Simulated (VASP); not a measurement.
# Cu in VASP: further runs, part 2 of 2

VASP 6.6.1. Earlier steps stand in the parts before.

### 5 Single point, PBEsol (equal xx and yy strain of +2 %)

INCAR reads:

```
SYSTEM = Cu
PREC = Accurate
ENCUT = 520
EDIFF = 1E-6
ISMEAR = -1
SIGMA = 0.03
LREAL = .False.
LASPH = .True.
NELM = 100
ALGO = Normal
ISIF = 2
LWAVE = .False.
LCHARG = .False.
GGA = PS
NBANDS = 12
```

KPOINTS reads:

```
regular mesh
0
Gamma
  17 17 17
  0 0 0
```

POSCAR reads:

```
Cu
1.0
    0.0000000000      1.8436500000      1.8075000000
    1.8436500000      0.0000000000      1.8075000000
    1.8436500000      1.8436500000      0.0000000000
Cu
1
Direct
    0.0000000000      0.0000000000      0.0000000000
```

Potentials or basis: VASP PAW PBE potentials, release 64 (Cu).

The run is started by

```bash
$ cat potpaw_PBE.64/Cu/POTCAR > POTCAR
$ mpirun -np 1 vasp_std > vasp.out
```

OUTCAR:

```text
SYSTEM = Cu
   PREC = Accurate
   ENCUT = 520
   EDIFF = 1E-6
   ISMEAR = -1
   LREAL = .False.
   LASPH = .True.
   NELM = 100
   ISIF = 2
   GGA = PS

 ion  position               nearest neighbor table
   1  0.000  0.000  0.000-

  LATTYP: Found a body centered tetragonal cell.
 ALAT       =     2.6073148343
 C/A-ratio  =     1.3864838847

  Lattice vectors:

 A1 = (   0.0000000000,  -1.8436500000,  -1.8075000000)
 A2 = (   0.0000000000,   1.8436500000,  -1.8075000000)
 A3 = (   1.8436500000,   0.0000000000,   1.8075000000)

Analysis of symmetry for initial positions (statically):
=====================================================================
 Subroutine PRICEL returns:
 Original cell was already a primitive cell.

 Routine SETGRP: Setting up the symmetry group for a
 body centered tetragonal supercell.

 Subroutine GETGRP returns: Found 16 space group operations
 (whereof 16 operations were pure point group operations)
 out of a pool of 16 trial point group operations.

The static configuration has the point symmetry D_4h.

Analysis of symmetry for dynamics (positions and initial velocities):
=====================================================================
 Subroutine PRICEL returns:
 Original cell was already a primitive cell.

 Routine SETGRP: Setting up the symmetry group for a
 body centered tetragonal supercell.

 Subroutine GETGRP returns: Found 16 space group operations
 (whereof 16 operations were pure point group operations)
 out of a pool of 16 trial point group operations.

The dynamic configuration has the point symmetry D_4h.

 Subroutine INISYM returns: Found 16 space group operations
 (whereof 16 operations are pure point group operations),
 and found     1 'primitive' translations

----------------------------------------------------------------------------------------

                                     Primitive cell

  volume of cell :      12.2875

  direct lattice vectors                    reciprocal lattice vectors
     0.000000000  1.843650000  1.807500000    -0.271201150  0.271201150  0.276625173
     1.843650000  0.000000000  1.807500000     0.271201150 -0.271201150  0.276625173
     1.843650000  1.843650000  0.000000000     0.271201150  0.271201150 -0.276625173

  length of vectors
     2.581879465  2.581879465  2.607314834     0.472886470  0.472886470  0.472886470

  position of ions in fractional coordinates (direct lattice)
     0.000000000  0.000000000  0.000000000

  ion indices of the primitive-cell ions
   primitive index   ion index
                 1           1

----------------------------------------------------------------------------------------

 KPOINTS: regular mesh

Automatic generation of k-mesh.
 Grid dimensions read from file:
 generate k-points for:   17   17   17

 Generating k-lattice:

  Cartesian coordinates                     Fractional coordinates (reciprocal lattice)
    -0.015953009  0.015953009  0.016272069     0.058823529  0.000000000  0.000000000
     0.015953009 -0.015953009  0.016272069     0.000000000  0.058823529  0.000000000
     0.015953009  0.015953009 -0.016272069    -0.000000000 -0.000000000  0.058823529

  Length of vectors
     0.027816851  0.027816851  0.027816851

  Shift w.r.t. Gamma in fractional coordinates (k-lattice)
     0.000000000  0.000000000  0.000000000

 Subroutine IBZKPT returns following result:
 ===========================================

 Found    405 irreducible k-points:

 Following reciprocal coordinates:
            Coordinates               Weight
  0.000000  0.000000  0.000000      1.000000
  0.058824  0.000000  0.000000      8.000000
  0.117647  0.000000  0.000000      8.000000
  0.176471 -0.000000  0.000000      8.000000
  0.235294  0.000000  0.000000      8.000000
  0.294118 -0.000000  0.000000      8.000000
[... 16 lines left out ...]
 -0.176471  0.058824  0.000000      8.000000
 -0.117647  0.058824  0.000000      8.000000
 [... further k-points ...]
   k-points           NKPTS =    405   k-points in BZ     NKDIM =    405   number of bands    NBANDS=     12
   number of dos      NEDOS =    301   number of ions     NIONS =      1
   total plane-waves  NPLWV =   8000
   dimension x,y,z NGX =    20 NGY =   20 NGZ =   20
   dimension x,y,z NGXF=    40 NGYF=   40 NGZF=   40
   ions per type =               1
   NGX,Y,Z   is equivalent  to a cutoff of  12.88, 12.88, 12.75 a.u.
   NGXF,Y,Z  is equivalent  to a cutoff of  25.76, 25.76, 25.50 a.u.
 SYSTEM =  Cu
   PREC   = accura    normal or accurate (medium, high low for compatibility)
   ISTART =      0    job   : 0-new  1-cont  2-samecut
   ICHARG =      2    charge: 1-file 2-atom 10-const
   ISPIN  =      1    spin polarized calculation?
   LNONCOLLINEAR =      F non collinear calculations
   LSORBIT =      F    spin-orbit coupling
   LASPH  =      T    aspherical Exc in radial PAW
   ENCUT  =  520.0 eV  38.22 Ry    6.18 a.u.   4.80  4.80  4.85*2*pi/ulx,y,z
   NELM   =    100;   NELMIN=  2; NELMDL= -5     # of ELM steps
   EDIFF  = 0.1E-05   stopping-criterion for ELM
   LREAL  =      F    real-space projection
   EDIFFG = 0.1E-04   stopping-criterion for IOM
   NSW    =      0    number of steps for IOM
   IBRION =     -1    ionic relax: 0-MD 1-quasi-New 2-CG
   NFREE  =      0    steps in history (QN), initial steepest desc. (CG)
   ISIF   =      2    stress and relaxation
   ISYM   =      2    0-nonsym 1-usesym 2-fastsym
   POTIM  = 0.5000    time-step for ionic-motion
   TEBEG  =    0.0;   TEEND  =   0.0 temperature during run
   PSTRESS=    0.0 pullay stress
   NELECT =      11.0000    total number of electrons
   NUPDOWN=      -1.0000    fix difference up-down
   EMIN   =  10.00;   EMAX   =-10.00  energy-range for DOS
   EFERMI =   0.00;   METHOD = LEGACY
   ISMEAR =    -1;   SIGMA  =   0.03  broadening in eV -4-tet -1-fermi 0-gaus
   EFERMI_NEDOS =   21; number of points for ismear=-14 and -15
   IALGO  =     38    algorithm
   IMIX   =      4    mixing-type and parameters
     AMIX     =   0.40;   BMIX     =  1.00
     AMIX_MAG =   1.60;   BMIX_MAG =  1.00
  volume/ion in A,a.u.               =      12.29        82.92
  Fermi-wavevector in a.u.,A,eV,Ry     =   1.577795  2.981601 33.870858  2.489438
  Thomas-Fermi vector in A             =   2.678423
   LORBIT       =      0    0 simple, 1 ext, 2 COOP (PROOUT), +10 PAW based schemes
   GGA     = PS    functional components
   LHFCALC =     F    Hartree Fock is set to
   AEXX    =    0.0000 exact exchange contribution
   IVDW    =     0    specifies the selected vdW correction
   LEPSILON=     F    determine dielectric tensor
   LRPA    =     F    only Hartree local field effects (RPA)
 non-spin polarized calculation
  energy-cutoff  :      520.00
  volume of cell :       12.29
 maximum number of plane-waves:       340
   NGX =  9   NGY =  9   NGZ =  9

 number of electron      10.9999990 magnetization

 Free energy of the ion-electron system (eV)
  ---------------------------------------------------
  ext. energy  EPLUGINS =         0.00000000
  ---------------------------------------------------
  free energy    TOTEN  =        -4.27393845 eV

  energy without entropy =       -4.27273518  energy(sigma->0) =       -4.27333681

 E-fermi :   6.9701     XC(G=0): -12.6794

 val. band max:        6.9451141088   @ k =   0.4706   0.3529   0.0588
 cond. band min:       6.9811786514   @ k =  -0.2353   0.2941   0.0588
 fundamental gap:      0.0360645427
 Fermi energy:         6.9700828410

 k-point     1 :       0.0000    0.0000    0.0000
  band No.  band energies     occupation
      1      -2.1695      2.00000
      2       3.9744      2.00000
      3       3.9744      2.00000
      4       4.0642      2.00000
      5       4.7392      2.00000
      6       4.8297      2.00000
      7      29.1928      0.00000
      8      31.4808      0.00000
      9      31.4808      0.00000
     10      31.5344      0.00000
     11      33.9218      0.00000
     12      33.9669      0.00000

 k-point     2 :       0.0588    0.0000    0.0000
  band No.  band energies     occupation
      1      -2.0469      2.00000
      2       3.9618      2.00000
      3       3.9971      2.00000
      4       4.0742      2.00000
      5       4.7317      2.00000
      6       4.8197      2.00000
      7      28.3634      0.00000
      8      30.1795      0.00000
      9      31.0678      0.00000
     10      31.1297      0.00000
     11      34.5084      0.00000
     12      34.5529      0.00000
[... 316 lines left out ...]
 k-point    24 :      -0.1176    0.0588    0.0000
  band No.  band energies     occupation
      1      -1.4135      2.00000
      2       3.8361      2.00000
      3       4.0982      2.00000
      4       4.1806      2.00000
      5       4.6481      2.00000
      6       4.8527      2.00000
      7      24.7660      0.00000
      8      27.2904      0.00000
      9      30.7718      0.00000
     10      31.8644      0.00000
     11      34.3560      0.00000
     12      34.8952      0.00000

 [... further k-points ...]
[... 5 lines left out ...]
  --------------------------------------------------------------------------------------
  -------------------------------------------------------------------------------------
  Total       -0.8511543     -0.8511543     -0.7812025      0.0000000     -0.0000000      0.0000000
  in kB     -110.9822736   -110.9822736   -101.8612368      0.0000000     -0.0000000      0.0000000
  external PRESSURE =    -107.9419280 kB  Pullay stress =       0.0000000 kB

 VOLUME and BASIS-vectors are now :
 -----------------------------------------------------------------------------
  energy-cutoff  :      520.00
  volume of cell :       12.29
      direct lattice vectors                 reciprocal lattice vectors
     0.000000000  1.843650000  1.807500000    -0.271201150  0.271201150  0.276625173
     1.843650000  0.000000000  1.807500000     0.271201150 -0.271201150  0.276625173
     1.843650000  1.843650000  0.000000000     0.271201150  0.271201150 -0.276625173

 POSITION                                       TOTAL-FORCE (eV/Angst)
 -----------------------------------------------------------------------------------
      0.00000      0.00000      0.00000         0.000000      0.000000      0.000000
 -----------------------------------------------------------------------------------
    total drift:                               -0.000000     -0.000000     -0.000000

  FREE ENERGIE OF THE ION-ELECTRON SYSTEM (eV)
  ---------------------------------------------------
  free  energy   TOTEN  =        -4.2739384451 eV

  energy  without entropy=       -4.2727351790  energy(sigma->0) =       -4.27333681
```

Run time: 86 s. Hardware: 1 thread of AMD EPYC 7R13, shared host; peak memory 0.14 GiB.

What came out:

- Free energy: -4.2739 eV
- Pressure: -10.8 GPa

Stress tensor (GPa, compression positive):
```
-11.10   0.00   0.00
  0.00 -11.10   0.00
  0.00   0.00 -10.19
```

Caveat: the cell differs from its parent crystal (equal xx and yy strain of +2 %); the PAW data sets were made with another functional, which shifts forces and pressure a little.

### 6 Single point, PBEsol (equal xy, yz and zx shear strains of -2 %)

Changes to INCAR since step 5:

```diff
@@ -3,3 +3,3 @@
 ENCUT = 520
-EDIFF = 1E-6
+EDIFF = 1E-7
 ISMEAR = -1
@@ -8,3 +8,3 @@
 LASPH = .True.
-NELM = 100
+NELM = 80
 ALGO = Normal
```

KPOINTS reads:

```
Automatic mesh
0
Gamma
  17 17 17
  0 0 0
```

POSCAR reads:

```
Cu
1.0
   -0.0361500000      1.7894250000      1.7894250000
    1.7894250000     -0.0361500000      1.7894250000
    1.7894250000      1.7894250000     -0.0361500000
Cu
1
Direct
    0.0000000000      0.0000000000      0.0000000000
```

Potentials or basis: VASP PAW PBE potentials, release 64 (Cu).

The run is started by

```bash
$ cat potpaw_PBE.64/Cu/POTCAR > POTCAR
$ mpirun -np 1 vasp_std > vasp.out
```

Wall time 1.8 min (1 thread of AMD EPYC 7R13, shared host); peak memory 0.15 GiB.

It converged, with:

```yaml
Free_energy: -4.2967 eV
Pressure: -5.7 GPa
```

Stress tensor (GPa, compression positive):
```
-5.71  1.29  1.29
 1.29 -5.71  1.29
 1.29  1.29 -5.71
```

Levels at points of the mesh, in eV from the Fermi level:
| k point | band 3 | band 4 | band 5 | band 6 | band 7 | band 8 | band 9 | band 10 |
| --- | --- | --- | --- | --- | --- | --- | --- | --- |
| (0.00, 0.00, 0.00) | -3.13 | -2.97 | -2.24 | -2.24 | 22.42 | 24.67 | 24.67 | 26.29 |

Caveat: the cell differs from its parent crystal (equal xy, yz and zx shear strains of -2 %); the PAW data sets were made with another functional, which shifts forces and pressure a little.

### 7 The runs side by side

```csv
cell,gap on the mesh (eV),pressure (GPa)
"a = 2.543, b = 2.543, c = 2.556 Å, angles 59.8, 59.8, 60.3°, 1 atom",none,-4.6
"a = 2.569, b = 2.569, c = 2.556 Å, angles 60.2, 60.2, 59.7°, 1 atom",none,-7.3
"a = 2.569, b = 2.569, c = 2.582 Å, angles 59.8, 59.8, 60.3°, 1 atom",none,-8.6
"a = 2.582, b = 2.582, c = 2.607 Å, angles 59.7, 59.7, 60.7°, 1 atom",none,-10.8
"a = 2.531 Å, angles 61.3°, 1 atom",none,-5.7
```

Alike in all rows: task single point; level PBEsol; potentials or basis VASP PAW PBE potentials, release 64 (Cu); no spin polarisation; k mesh 17 × 17 × 17; cutoff (eV) 520; smearing fermi-dirac 0.03 eV.

Caveats: the PAW data sets were made with another functional, which shifts forces and pressure a little.

Total energies depend on the potentials used, so only differences within one code and one set of settings carry meaning.
